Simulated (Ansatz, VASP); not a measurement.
One calculation of Na, two programs

File INCAR:

```
SYSTEM = Na
ALGO = Normal ; EDIFF = 1E-6
ENCUT = 520 ; GGA = PE
ISIF = 2 ; ISMEAR = -5
LASPH = .True. ; LCHARG = .False.
LREAL = .False. ; LWAVE = .False.
NBANDS = 10 ; NELM = 100
PREC = Accurate ; SIGMA = 0.1
```

Contents of KPOINTS:

```
k-points
0
Gamma
  12 12 12
  0 0 0
```

Contents of POSCAR:

```
Na
1.0
   -2.1175000000      2.1175000000      2.1175000000
    2.1175000000     -2.1175000000      2.1175000000
    2.1175000000      2.1175000000     -2.1175000000
Na
1
Direct
    0.0000000000      0.0000000000      0.0000000000
```

Input for Ansatz:

```yaml
crystal:
  lattice:
    - [-2.1175, 2.1175, 2.1175]
    - [2.1175, -2.1175, 2.1175]
    - [2.1175, 2.1175, -2.1175]
  atoms:
    - { symbol: Na, position: [0.0, 0.0, 0.0] }
kpoints:
  mp_grid: { grid: [12, 12, 12] }
scf:
  occupations: { method: tetrahedron }
hamiltonian:
  xc: pbe
  pseudopotentials: { kind: all_electron, lapw: { basis_error: 0.00025 } }
output:
  forces: true
  stress: true
  eigenvalues: true
```

Alike in both runs: task single point; functional PBE; k mesh 12 × 12 × 12; occupations tetrahedron; no spin polarisation.

```csv
,VASP,Ansatz
version,VASP 6.6.1,Ansatz 0.2.0
potentials or method,"VASP PAW PBE potentials, release 64 (Na_pv), cutoff 520 eV","all-electron LAPW, scalar-relativistic"
```

|  | VASP | Ansatz | Ansatz less VASP |
| --- | --- | --- | --- |
| pressure (GPa) | -0.2 | -0.2 | +0.03 |

Ansatz ran all-electron here, and VASP with PAW potentials. Ansatz's warnings: band table not solved further, tetrahedron derivatives may miss energy slope.
